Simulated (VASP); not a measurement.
Input of a VASP 6.6.1 run:

INCAR

```
ALGO = Normal
EDIFF = 1E-6
EDIFFG = -0.01
ENCUT = 600
GGA = PS
IBRION = 2
ISIF = 3
ISMEAR = -1
IVDW = 13
LASPH = True
LCHARG = False
LREAL = False
LWAVE = False
NELM = 100
NSW = 60
PREC = Accurate
SIGMA = 0.05
```

The input KPOINTS:

```
k-points
0
Gamma
  7 7 6
```

Contents of POSCAR:

```
SnO
1.0
    3.8136952200      0.0000000000      0.0000000000
    0.0000000000      3.8136952200      0.0000000000
    0.0000000000      0.0000000000      4.8869133000
Sn O
2 2
Direct
    0.5000000000      0.0000000000      0.7646261400
    0.0000000000      0.5000000000      0.2353738600
    0.0000000000      0.0000000000      0.0000000000
    0.5000000000      0.5000000000      0.0000000000
```

Potentials or basis: VASP PAW PBE potentials, release 64 (Sn_d, O).

Command:

```console
$ cat potpaw_PBE.64/Sn_d/POTCAR potpaw_PBE.64/O/POTCAR > POTCAR
$ mpirun -np 1 vasp_std > vasp.out
```

(1) What does it give for the relaxed volume?

(2) What does it give for the space group after relaxing (to 0.1 Å)?

(3) Estimate the relaxed cell.

Results:

(1) 16.42 Å³/atom.

(2) P4/nmm (No. 129).

(3) a = 3.780 Å, b = 3.780 Å, c = 4.596 Å, α = 90.00°, β = 90.00°, γ = 90.00°.

Caveat: the PAW data sets were made with another functional, which shifts forces and pressure a little.
